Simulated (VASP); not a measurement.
Input of a VASP 6.6.1 run:

POSCAR

```
AlN
1.0
    0.0587843221      2.1781144422      2.1781144422
    2.1781144422      0.0587843221      2.1781144422
    2.1781144422      2.1781144422      0.0587843221
Al N
1 1
Direct
    0.0019441439      0.0019441439      0.0019441439
    0.2480558561      0.2480558561      0.2480558561
```

INCAR.step1

```
SYSTEM = AlN
PREC = Accurate
ENCUT = 500
EDIFF = 1E-8
ISMEAR = 0
SIGMA = 0.01
LREAL = .False.
LASPH = .True.
NELM = 100
ALGO = Normal
LWAVE = .True.
LCHARG = .False.
GGA = PE
```

Contents of INCAR.step2:

```
SYSTEM = AlN
PREC = Accurate
ENCUT = 500
EDIFF = 1E-8
ISMEAR = 0
SIGMA = 0.01
LREAL = .False.
LASPH = .True.
NELM = 1
ALGO = Exact
LWAVE = .True.
LCHARG = .False.
GGA = PE
NBANDS = 86
LOPTICS = .True.
ISTART = 1
```

The input INCAR.step3:

```
SYSTEM = AlN
PREC = Accurate
ENCUT = 500
EDIFF = 1E-8
ISMEAR = 0
SIGMA = 0.01
LREAL = .False.
LASPH = .True.
ALGO = EVGW0
LWAVE = .False.
LCHARG = .False.
GGA = PE
NELMGW = 1
NBANDS = 86
ENCUTGW = 150.0
NOMEGA = 96
PRECFOCK = Fast
ISTART = 1
NBANDSGW = 12
OMEGAMAX = 20
```

The input KPOINTS:

```
Automatic mesh
0
Gamma
  6 6 6
  0 0 0
```

Potentials or basis: VASP PAW PBE potentials, release 64 (Al_GW, N_GW).

The run is started by

```sh
$ cat potpaw_PBE.64/Al_GW/POTCAR potpaw_PBE.64/N_GW/POTCAR > POTCAR
$ cp INCAR.step1 INCAR
$ mpirun -np 1 vasp_std > vasp.out
$ cp INCAR.step2 INCAR
$ mpirun -np 1 vasp_std > vasp.out
$ cp INCAR.step3 INCAR
$ mpirun -np 1 vasp_std > vasp.out
```

Estimate the quasiparticle gap.

4.52 eV.

Estimate the least direct quasiparticle gap.

6.07 eV.

Predict the least direct gap of the starting levels on the mesh.

4.44 eV.

Predict the band gap of the starting levels on the mesh.

3.17 eV.

Caveat: the k points lie up to 0.43 Å⁻¹ apart; bands, screening cutoff and mesh are small and nothing is extrapolated, so the quasiparticle values aren't converged; the structure was generated, so it needn't be the stable form of AlN.
